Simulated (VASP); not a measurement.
A run of VASP 6.6.1 is set up as follows.

File INCAR:

```
SYSTEM = RbBr
PREC = Accurate
ENCUT = 520
EDIFF = 1E-6
ISMEAR = 0
SIGMA = 0.01
LREAL = .FALSE.
LASPH = .TRUE.
NELM = 100
ALGO = Normal
ISIF = 2
LWAVE = .FALSE.
LCHARG = .FALSE.
GGA = PE
NBANDS = 15
```

Contents of KPOINTS:

```
Automatic mesh
0
G
  4 4 4
  0 0 0
```

Contents of POSCAR:

```
RbBr
1.0
    4.1242532581      0.0000000000      0.0000000000
    0.0000000000      4.1242532581      0.0000000000
    0.0000000000      0.0000000000      4.1242532581
Rb Br
1 1
Direct
    0.0000000000      0.0000000000      0.0000000000
    0.5000000000      0.5000000000      0.5000000000
```

Potentials or basis: VASP PAW PBE potentials, release 64 (Rb_sv, Br).

Command:

```sh
$ cat potpaw_PBE.64/Rb_sv/POTCAR potpaw_PBE.64/Br/POTCAR > POTCAR
$ mpirun -np 1 vasp_std > vasp.out
```

Q: What does it give for the pressure?

A: 0.9 GPa.

Q: What does it give for the band gap on the k mesh?

A: 4.08 eV (least direct gap 4.24 eV).

A k mesh can miss the band edges.
